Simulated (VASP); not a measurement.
# Zr in VASP: further runs

Zr is run at these levels: PBEsol, PBE; tasks: single point.

Program: VASP 6.6.1. These are calculated values, not measurements. Logs are shortened: lines on timing, memory, paths and dates and some standing lists are left out, and cuts for length are marked.

## Step 1: The cell of the first run

Symmetry: Im-3m, No. 229, cubic system. The conventional cell has a = 3.691 Å, b = 3.691 Å, c = 3.691 Å, α = 90.00°, β = 90.00°, γ = 90.00°. Zr (site symmetry m-3m) has 14 Zr at 3.20 to 3.69 Å within 4.2 Å.

## Step 2: Single point, PBEsol

Input file INCAR:

```
SYSTEM = Zr
PREC = Accurate
ENCUT = 520
EDIFF = 1E-6
ISMEAR = -1
SIGMA = 0.05
LREAL = .FALSE.
LASPH = .TRUE.
NELM = 100
ALGO = Normal
ISIF = 2
LWAVE = .FALSE.
LCHARG = .TRUE.
GGA = PS
LELF = .TRUE.
LVHAR = .TRUE.
NBANDS = 12
```

Input file KPOINTS:

```
Automatic mesh
0
G
  10 10 10
  0 0 0
```

Input file POSCAR:

```
Zr
1.0
   -1.8454992086      1.8454992086      1.8454992086
    1.8454992086     -1.8454992086      1.8454992086
    1.8454992086      1.8454992086     -1.8454992086
Zr
1
Direct
    0.0000000000      0.0000000000      0.0000000000
```

Potentials or basis: VASP PAW PBE potentials, release 64 (Zr_sv).

Command:

```bash
cat potpaw_PBE.64/Zr_sv/POTCAR > POTCAR
mpirun -np 1 vasp_std > vasp.out
```

OUTCAR:

```text
SYSTEM = Zr
   PREC = Accurate
   ENCUT = 520
   EDIFF = 1E-6
   ISMEAR = -1
   LREAL = .FALSE.
   LASPH = .TRUE.
   NELM = 100
   ISIF = 2
   GGA = PS

 ion  position               nearest neighbor table
   1  0.000  0.000  0.000-

  LATTYP: Found a body centered cubic cell.
 ALAT       =     3.6909984172

  Lattice vectors:

 A1 = (  -1.8454992086,   1.8454992086,   1.8454992086)
 A2 = (   1.8454992086,  -1.8454992086,   1.8454992086)
 A3 = (   1.8454992086,   1.8454992086,  -1.8454992086)

Analysis of symmetry for initial positions (statically):
=====================================================================
 Subroutine PRICEL returns:
 Original cell was already a primitive cell.

 Routine SETGRP: Setting up the symmetry group for a
 body centered cubic supercell.

 Subroutine GETGRP returns: Found 48 space group operations
 (whereof 48 operations were pure point group operations)
 out of a pool of 48 trial point group operations.

The static configuration has the point symmetry O_h .

Analysis of symmetry for dynamics (positions and initial velocities):
=====================================================================
 Subroutine PRICEL returns:
 Original cell was already a primitive cell.

 Routine SETGRP: Setting up the symmetry group for a
 body centered cubic supercell.

 Subroutine GETGRP returns: Found 48 space group operations
 (whereof 48 operations were pure point group operations)
 out of a pool of 48 trial point group operations.

The dynamic configuration has the point symmetry O_h .

 Subroutine INISYM returns: Found 48 space group operations
 (whereof 48 operations are pure point group operations),
 and found     1 'primitive' translations

----------------------------------------------------------------------------------------

                                     Primitive cell

  volume of cell :      25.1421

  direct lattice vectors                    reciprocal lattice vectors
    -1.845499209  1.845499209  1.845499209     0.000000000  0.270929404  0.270929404
     1.845499209 -1.845499209  1.845499209     0.270929404  0.000000000  0.270929404
     1.845499209  1.845499209 -1.845499209     0.270929404  0.270929404  0.000000000

  length of vectors
     3.196498395  3.196498395  3.196498395     0.383152037  0.383152037  0.383152037

  position of ions in fractional coordinates (direct lattice)
     0.000000000  0.000000000  0.000000000

  ion indices of the primitive-cell ions
   primitive index   ion index
                 1           1

----------------------------------------------------------------------------------------

 KPOINTS: Automatic mesh

Automatic generation of k-mesh.
 Grid dimensions read from file:
 generate k-points for:   10   10   10

 Generating k-lattice:

  Cartesian coordinates                     Fractional coordinates (reciprocal lattice)
     0.000000000  0.027092940  0.027092940     0.100000000  0.000000000  0.000000000
     0.027092940  0.000000000  0.027092940     0.000000000  0.100000000  0.000000000
     0.027092940  0.027092940  0.000000000     0.000000000  0.000000000  0.100000000

  Length of vectors
     0.038315204  0.038315204  0.038315204

  Shift w.r.t. Gamma in fractional coordinates (k-lattice)
     0.000000000  0.000000000  0.000000000

 Subroutine IBZKPT returns following result:
 ===========================================

 Found     47 irreducible k-points:

 Following reciprocal coordinates:
            Coordinates               Weight
  0.000000  0.000000  0.000000      1.000000
  0.100000  0.000000  0.000000     12.000000
  0.200000  0.000000  0.000000     12.000000
  0.300000  0.000000  0.000000     12.000000
  0.400000  0.000000  0.000000     12.000000
  0.500000  0.000000  0.000000      6.000000
[... 16 lines left out ...]
  0.300000  0.300000  0.100000      8.000000
 -0.300000  0.300000  0.100000     24.000000
 [... further k-points ...]
   k-points           NKPTS =     47   k-points in BZ     NKDIM =     47   number of bands    NBANDS=     12
   number of dos      NEDOS =    301   number of ions     NIONS =      1
   total plane-waves  NPLWV =  13824
   dimension x,y,z NGX =    24 NGY =   24 NGZ =   24
   dimension x,y,z NGXF=    48 NGYF=   48 NGZF=   48
   ions per type =               1
   NGX,Y,Z   is equivalent  to a cutoff of  12.48, 12.48, 12.48 a.u.
   NGXF,Y,Z  is equivalent  to a cutoff of  24.96, 24.96, 24.96 a.u.
 SYSTEM =  Zr
   PREC   = accura    normal or accurate (medium, high low for compatibility)
   ISTART =      0    job   : 0-new  1-cont  2-samecut
   ICHARG =      2    charge: 1-file 2-atom 10-const
   ISPIN  =      1    spin polarized calculation?
   LNONCOLLINEAR =      F non collinear calculations
   LSORBIT =      F    spin-orbit coupling
   LASPH  =      T    aspherical Exc in radial PAW
   ENCUT  =  520.0 eV  38.22 Ry    6.18 a.u.   5.94  5.94  5.94*2*pi/ulx,y,z
   NELM   =    100;   NELMIN=  2; NELMDL= -5     # of ELM steps
   EDIFF  = 0.1E-05   stopping-criterion for ELM
   LREAL  =      F    real-space projection
   EDIFFG = 0.1E-04   stopping-criterion for IOM
   NSW    =      0    number of steps for IOM
   IBRION =     -1    ionic relax: 0-MD 1-quasi-New 2-CG
   NFREE  =      0    steps in history (QN), initial steepest desc. (CG)
   ISIF   =      2    stress and relaxation
   ISYM   =      2    0-nonsym 1-usesym 2-fastsym
   POTIM  = 0.5000    time-step for ionic-motion
   TEBEG  =    0.0;   TEEND  =   0.0 temperature during run
   PSTRESS=    0.0 pullay stress
   NELECT =      12.0000    total number of electrons
   NUPDOWN=      -1.0000    fix difference up-down
   EMIN   =  10.00;   EMAX   =-10.00  energy-range for DOS
   EFERMI =   0.00;   METHOD = LEGACY
   ISMEAR =    -1;   SIGMA  =   0.05  broadening in eV -4-tet -1-fermi 0-gaus
   EFERMI_NEDOS =   21; number of points for ismear=-14 and -15
   IALGO  =     38    algorithm
   IMIX   =      4    mixing-type and parameters
     AMIX     =   0.40;   BMIX     =  1.00
     AMIX_MAG =   1.60;   BMIX_MAG =  1.00
  volume/ion in A,a.u.               =      25.14       169.67
  Fermi-wavevector in a.u.,A,eV,Ry     =   1.279385  2.417688 22.270383  1.636827
  Thomas-Fermi vector in A             =   2.411874
   LORBIT       =      0    0 simple, 1 ext, 2 COOP (PROOUT), +10 PAW based schemes
   GGA     = PS    functional components
   LHFCALC =     F    Hartree Fock is set to
   AEXX    =    0.0000 exact exchange contribution
   IVDW    =     0    specifies the selected vdW correction
   LEPSILON=     F    determine dielectric tensor
   LRPA    =     F    only Hartree local field effects (RPA)
 non-spin polarized calculation
  energy-cutoff  :      520.00
  volume of cell :       25.14
 maximum number of plane-waves:       687
   NGX = 11   NGY = 11   NGZ = 11

 number of electron      12.0000000 magnetization

 Free energy of the ion-electron system (eV)
  ---------------------------------------------------
  ext. energy  EPLUGINS =         0.00000000
  ---------------------------------------------------
  free energy    TOTEN  =        -8.90535442 eV

  energy without entropy =       -8.88888428  energy(sigma->0) =       -8.89711935

 E-fermi :   7.7945     XC(G=0): -10.8513

 val. band max:        7.7863467822   @ k =   0.2000   0.2000   0.0000
 cond. band min:       7.8573198876   @ k =   0.3000   0.2000  -0.0000
 fundamental gap:      0.0709731054
 Fermi energy:         7.7944790080

 k-point     1 :       0.0000    0.0000    0.0000
  band No.  band energies     occupation
      1     -40.7984      2.00000
      2     -18.4258      2.00000
      3     -18.4258      2.00000
      4     -18.4258      2.00000
      5       2.5201      2.00000
      6       8.8343      0.00000
      7       8.8343      0.00000
      8       8.8343      0.00000
      9      11.1172      0.00000
     10      11.1172      0.00000
     11      19.8999      0.00000
     12      19.8999      0.00000

 k-point     2 :       0.1000    0.0000    0.0000
  band No.  band energies     occupation
      1     -40.7879      2.00000
      2     -18.5024      2.00000
      3     -18.4498      2.00000
      4     -18.4262      2.00000
      5       2.8294      2.00000
      6       8.6383      0.00000
      7       8.7574      0.00000
      8       9.1324      0.00000
      9      10.8518      0.00000
     10      11.1199      0.00000
     11      20.1354      0.00000
     12      20.4554      0.00000

 k-point     3 :       0.2000    0.0000    0.0000
  band No.  band energies     occupation
      1     -40.7605      2.00000
      2     -18.6986      2.00000
      3     -18.5118      2.00000
      4     -18.4272      2.00000
      5       3.6571      2.00000
      6       8.1785      0.00092
      7       8.4039      0.00001
      8       9.9941      0.00000
      9      10.6386      0.00000
     10      11.1706      0.00000
     11      20.2240      0.00000
     12      21.1884      0.00000
[... 286 lines left out ...]
 k-point    23 :       0.3000    0.3000    0.1000
  band No.  band energies     occupation
      1     -40.6795      2.00000
      2     -18.9079      2.00000
      3     -18.9079      2.00000
      4     -18.5882      2.00000
      5       6.6538      2.00000
      6       7.4329      1.99855
      7       7.4329      1.99855
      8      11.6428      0.00000
      9      11.6428      0.00000
     10      14.9157      0.00000
     11      16.7764      0.00000
     12      16.7764      0.00000

 k-point    24 :      -0.3000    0.3000    0.1000
  band No.  band energies     occupation
      1     -40.7178      2.00000
      2     -18.9221      2.00000
      3     -18.6140      2.00000
      4     -18.4852      2.00000
      5       4.8924      2.00000
      6       7.9599      0.07061
      7       7.9730      0.05475
      8      10.1054      0.00000
      9      11.2057      0.00000
     10      11.7635      0.00000
     11      19.0511      0.00000
     12      20.5172      0.00000

 [... further k-points ...]
[... 5 lines left out ...]
  --------------------------------------------------------------------------------------
  -------------------------------------------------------------------------------------
  Total       -1.6568095     -1.6568095     -1.6568095     -0.0000000      0.0000000     -0.0000000
  in kB     -105.5799786   -105.5799786   -105.5799786     -0.0000000      0.0000000     -0.0000000
  external PRESSURE =    -105.5799786 kB  Pullay stress =       0.0000000 kB

 VOLUME and BASIS-vectors are now :
 -----------------------------------------------------------------------------
  energy-cutoff  :      520.00
  volume of cell :       25.14
      direct lattice vectors                 reciprocal lattice vectors
    -1.845499209  1.845499209  1.845499209     0.000000000  0.270929404  0.270929404
     1.845499209 -1.845499209  1.845499209     0.270929404  0.000000000  0.270929404
     1.845499209  1.845499209 -1.845499209     0.270929404  0.270929404  0.000000000

 POSITION                                       TOTAL-FORCE (eV/Angst)
 -----------------------------------------------------------------------------------
      0.00000      0.00000      0.00000         0.000000      0.000000      0.000000
 -----------------------------------------------------------------------------------
    total drift:                                0.000000      0.000000     -0.000000

  FREE ENERGIE OF THE ION-ELECTRON SYSTEM (eV)
  ---------------------------------------------------
  free  energy   TOTEN  =        -8.9053544227 eV

  energy  without entropy=       -8.8888842788  energy(sigma->0) =       -8.89711935
```

Run time: 8.8 s. Hardware: 1 thread of Intel Xeon Platinum 8559C (Emerald Rapids), shared host; peak memory 0.14 GiB.

Results:

```
Free energy            : -8.9054 eV
Pressure               : -10.6 GPa
Band gap on the k mesh : zero (band 6 reaches 8.83 eV, above the bottom of band 7 at 7.10 eV)
```

Caveat: the PAW data sets were made with another functional, which shifts forces and pressure a little.

## Step 3: Single point, PBEsol (the cell strained at random)

Input file INCAR:

```
PREC = Accurate
ENCUT = 520
EDIFF = 1E-6
ISMEAR = -1
SIGMA = 0.05
LREAL = False
LASPH = True
NELM = 60
ALGO = Fast
ISIF = 2
LWAVE = False
LCHARG = False
GGA = PS
NBANDS = 12
```

Input file KPOINTS:

```
Automatic mesh
0
Gamma
  10 10 10
```

Input file POSCAR:

```
Zr
1.0
   -1.8442710000      1.8602350000      1.7745700000
    1.8791240000     -1.8714960000      1.8206840000
    1.7505400000      1.7777650000     -1.7858310000
Zr
1
Direct
    0.0223870000     -0.0039880000      0.0120070000
```

Potentials or basis: VASP PAW PBE potentials, release 64 (Zr_sv).

Command:

```bash
cat potpaw_PBE.64/Zr_sv/POTCAR > POTCAR
mpirun -np 1 vasp_std > vasp.out
```

It took 74 s on 1 thread of Intel Xeon Platinum 8559C (Emerald Rapids), shared host; peak memory 0.24 GiB.

Results (log left out):

```
Free energy            : -8.9778 eV
Pressure               : -6.9 GPa
Band gap on the k mesh : zero (band 6 reaches 9.33 eV, above the bottom of band 7 at 7.77 eV)
```

Stress tensor (GPa, compression positive):
```
-6.85  1.28 -0.55
 1.28 -6.86  0.35
-0.55  0.35 -7.03
```

Levels at points of the mesh, in eV from the Fermi level:
| k point | band 4 | band 5 | band 6 | band 7 | band 8 | band 9 |
| --- | --- | --- | --- | --- | --- | --- |
| (0.00, 0.00, 0.00) | -25.95 | -5.37 | 0.78 | 0.95 | 1.48 | 3.53 |
| (0.50, 0.00, 0.00) | -26.00 | -2.75 | -0.69 | 1.56 | 3.53 | 4.16 |
| (0.00, 0.50, 0.00) | -25.99 | -2.76 | -0.74 | 1.43 | 3.66 | 4.29 |
| (0.50, 0.50, 0.00) | -25.97 | -2.78 | -0.69 | 1.17 | 3.66 | 4.41 |
| (0.00, 0.00, 0.50) | -26.03 | -2.74 | -0.50 | 1.80 | 3.21 | 3.81 |
| (0.50, 0.00, 0.50) | -26.01 | -2.74 | -0.68 | 1.66 | 3.49 | 4.09 |
| (0.00, 0.50, 0.50) | -26.00 | -2.75 | -0.69 | 1.50 | 3.56 | 4.20 |
| (0.50, 0.50, 0.50) | -26.56 | -2.48 | -2.47 | 5.09 | 5.56 | 5.91 |

Caveat: the cell differs from its parent crystal (the cell strained at random); the PAW data sets were made with another functional, which shifts forces and pressure a little.

## Step 4: Single point, PBE (volume scaled by 1.04)

Input file INCAR:

```
PREC = Accurate
ENCUT = 520
EDIFF = 1E-6
ISMEAR = -1
SIGMA = 0.05
LREAL = F
LASPH = T
NELM = 80
ALGO = Normal
ISIF = 2
LWAVE = F
LCHARG = F
GGA = PE
NBANDS = 12
```

KPOINTS is that of step 3.

Input file POSCAR:

```
Zr
1.0
   -1.8338185209      1.8338185209      1.8338185209
    1.8338185209     -1.8338185209      1.8338185209
    1.8338185209      1.8338185209     -1.8338185209
Zr
1
Direct
    0.0000000000      0.0000000000      0.0000000000
```

Command:

```bash
cat potpaw_PBE.64/Zr_sv/POTCAR > POTCAR
mpirun -np 1 vasp_std > vasp.out
```

Run time: 18 s. Hardware: 1 thread of AMD EPYC 7R13, shared host; peak memory 0.14 GiB.

The run converged. Its results:

* Free energy: -8.4093 eV
* Pressure: -6.1 GPa
* Band gap on the k mesh: zero (band 6 reaches 9.18 eV, above the bottom of band 7 at 7.41 eV)

Levels at points of the mesh, in eV from the Fermi level:
```csv
k point,band 3,band 4,band 5,band 6,band 7,band 8,band 9,band 10
"(0.00, 0.00, 0.00)",-26.24,-26.24,-5.30,1.05,1.05,1.05,3.37,3.37
"(0.50, 0.00, 0.00)",-26.50,-26.25,-2.65,-0.60,1.34,3.33,3.96,5.84
"(0.50, 0.50, 0.50)",-26.80,-26.80,-2.34,-2.34,5.23,5.23,5.23,6.95
```

## Step 5: Overview

| level | cell | gap on the mesh (eV) | pressure (GPa) |
| --- | --- | --- | --- |
| PBEsol | a = 3.196 Å, angles 109.5°, 1 atom | none | -10.6 |
| PBEsol | a = 3.164, b = 3.217, c = 3.068 Å, angles 109.5, 108.6, 111.4°, 1 atom | none | -6.9 |
| PBE | a = 3.176 Å, angles 109.5°, 1 atom | none | -6.1 |

Alike in all rows: task single point; potentials or basis VASP PAW PBE potentials, release 64 (Zr_sv); no spin polarisation; k mesh 10 × 10 × 10; cutoff (eV) 520; smearing fermi-dirac 0.05 eV.

Caveats: the PAW data sets were made with another functional, which shifts forces and pressure a little (some runs).

Total energies depend on the potentials used, so only differences within one code and one set of settings carry meaning.
